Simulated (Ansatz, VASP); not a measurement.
One calculation of HfN, two programs

Contents of POSCAR:

```
HfN
1.0
    0.0000000000      2.4548220000      2.4548220000
    2.4548220000      0.0000000000      2.4548220000
    2.4548220000      2.4548220000      0.0000000000
Hf N
1 1
Direct
    0.0000000000      0.0000000000      0.0000000000
    0.2500000000      0.2500000000      0.2500000000
```

The input INCAR.step1:

```
SYSTEM = HfN
PREC = Accurate
ENCUT = 520
EDIFF = 1E-5
ISMEAR = -1
SIGMA = 0.05
LREAL = .FALSE.
LASPH = .TRUE.
NELM = 100
ALGO = Normal
ISIF = 2
LWAVE = .TRUE.
LCHARG = .FALSE.
NBANDS = 14
GGA = PE
```

Contents of INCAR.step2:

```
SYSTEM = HfN
PREC = Accurate
ENCUT = 520
EDIFF = 1E-7
ISMEAR = -1
SIGMA = 0.05
LREAL = .FALSE.
LASPH = .TRUE.
NELM = 100
ALGO = Normal
ISIF = 2
LWAVE = .FALSE.
LCHARG = .FALSE.
GGA = PE
LHFCALC = .TRUE.
AEXX = 0.25
PRECFOCK = Normal
NBANDS = 14
ISTART = 1
```

File KPOINTS:

```
Automatic mesh
0
G
  5 5 5
  0 0 0
```

File input.yaml:

```yaml
crystal:
  lattice:
    - [0.0, 2.454822, 2.454822]
    - [2.454822, 0.0, 2.454822]
    - [2.454822, 2.454822, 0.0]
  atoms:
    - { symbol: Hf, position: [0.0, 0.0, 0.0] }
    - { symbol: "N", position: [0.25, 0.25, 0.25] }
hamiltonian:
  xc: pbe0
  pseudopotentials: { kind: paw }
kpoints:
  mp_grid: { grid: [5, 5, 5] }
scf:
  occupations: { method: fermi_dirac, width: 0.05 }
output:
  forces: true
  stress: true
  eigenvalues: true
  write_density: true
  write_potential: true
  elf: true
  volumetric_format: npy
```

Alike in both runs: task single point; functional PBE0; k mesh 5 × 5 × 5; occupations fermi-dirac, width 0.05 eV; no spin polarisation.

|  | VASP | Ansatz |
| --- | --- | --- |
| version | VASP 6.6.1 | Ansatz 0.2.0 |
| potentials or method | VASP PAW PBE potentials, release 64 (Hf_pv, N) | Ansatz PAW |
| plane-wave cutoff (eV) | 520 | 420 |
| valence electrons in the cell | 15 | 31 |

VASP gave:

* gap on the k mesh at the Fermi level (eV): none
* pressure (GPa): -4.4

**Question.** What did Ansatz give for the same quantities?

**Answer.** gap on the k mesh at the Fermi level (eV): none; pressure (GPa): -1.7.

A gap of «none» marks a metal or a gap that the smearing closes. With one functional, cell and mesh, what is left measures potentials, basis and numerics. VASP's potentials hold 15 valence electrons a cell and Ansatz's 31, so a difference there can come from the potentials and not from the codes.

The k mesh is coarse, so the values compare programs but aren't converged. Spin-orbit coupling is off throughout.
